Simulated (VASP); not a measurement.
Wanted: the native input for a VASP 6.6.1 run.

```yaml
Task: single point
Functional: PBE
Potentials_or_basis: VASP PAW PBE potentials, release 64 (Ta_pv, Br)
Cutoff: 520 eV
k_mesh: 6 × 6 × 4
Occupations: gaussian, width 0.1 eV
Spin: collinear spin, ferromagnetic start
Starting_moments: "[1.0, 0.0] μB"
Dipole_correction: no
Further_INCAR_settings: ALGO = Normal; EDIFF = 1e-06; NBANDS = 20
```

The structure of TaBr lies in POSCAR:

```
TaBr
1.0
    4.0097199000      0.0000000000      0.0000000000
   -2.0048599500      3.4725193000      0.0000000000
    0.0000000000      0.0000000000      4.1268241300
Ta Br
1 1
Direct
    0.0000000000      0.0000000000      0.5000000000
    0.0000000000      0.0000000000      0.0000000000
```

These files were run (other wordings do the same):

INCAR

```
PREC     = Accurate       # precision mode
ENCUT    = 520            # plane-wave cutoff, eV
EDIFF    = 1E-6           # SCF threshold, eV
ISMEAR   = 0              # smearing method
SIGMA    = 0.1            # smearing width, eV
LREAL    = F              # projectors in reciprocal space
LASPH    = T              # aspherical terms in the spheres
NELM     = 150            # most SCF steps
ALGO     = Normal         # electronic algorithm
ISIF     = 2              # what is computed and relaxed
LWAVE    = F              # write WAVECAR
LCHARG   = T              # write CHGCAR
ISPIN    = 2              # spin polarisation
MAGMOM   = 1 0            # initial moments
LORBIT   = 11             # projections on sites
LMAXMIX  = 4              # l up to which the mixer works
GGA      = PE             # functional
LELF     = T              # ELF
LVHAR    = T            
NBANDS   = 20             # bands
```

KPOINTS

```
regular mesh
0
Gamma
  6 6 4
```

Potentials or basis: VASP PAW PBE potentials, release 64 (Ta_pv, Br).

Run with:

```bash
$ cat potpaw_PBE.64/Ta_pv/POTCAR potpaw_PBE.64/Br/POTCAR > POTCAR
$ mpirun -np 1 vasp_std > vasp.out
```

It gave:

| Property | Result |
| --- | --- |
| Pressure | 37.3 GPa |
| Band gap on the k mesh | zero (filled and empty bands overlap) |
| Net moment | 0.01 μB per cell |
| Valence electrons inside the program's atomic spheres | Ta 9.25; Br 5.30 |

Caveat: the k points lie up to 0.38 Å⁻¹ apart; spin-orbit coupling is left out, which moves the levels of the heavy elements.

Run time: 55 s on 1 thread of Intel(R) Xeon(R) Platinum 8488C (Sapphire Rapids) (shared host), peak memory 0.21 GiB.
